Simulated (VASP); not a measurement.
Here is a VASP 6.6.1 calculation.

Contents of INCAR:

```
SYSTEM = ScAl2
PREC = Accurate
ENCUT = 520
EDIFF = 1E-7
ISMEAR = -1
SIGMA = 0.15
LREAL = .FALSE.
LASPH = .TRUE.
NELM = 100
ALGO = Normal
ISIF = 2
LWAVE = .FALSE.
LCHARG = .FALSE.
GGA = PS
NBANDS = 26
```

KPOINTS

```
Automatic mesh
0
G
  5 5 5
  0 0 0
```

POSCAR

```
ScAl2
1.0
    0.0000000000      3.7136096622      3.7136096622
    3.7136096622      0.0000000000      3.7136096622
    3.7136096622      3.7136096622      0.0000000000
Sc Al
2 4
Direct
    0.5000000000      0.5000000000      0.5000000000
    0.7500000000      0.7500000000      0.7500000000
    0.1250000000      0.1250000000      0.1250000000
    0.6250000000      0.1250000000      0.1250000000
    0.1250000000      0.6250000000      0.1250000000
    0.1250000000      0.1250000000      0.6250000000
```

Potentials or basis: VASP PAW PBE potentials, release 64 (Sc_sv, Al).

The run is started by

```bash
$ cat potpaw_PBE.64/Sc_sv/POTCAR potpaw_PBE.64/Al/POTCAR > POTCAR
$ mpirun -np 1 vasp_std > vasp.out
```

What does it give for the pressure?

4.2 GPa.

What does it give for the band gap on the k mesh?

Zero (band 17 reaches 7.28 eV, above the bottom of band 18 at 5.09 eV).

Caveat: the PAW data sets were made with another functional, which shifts forces and pressure a little.
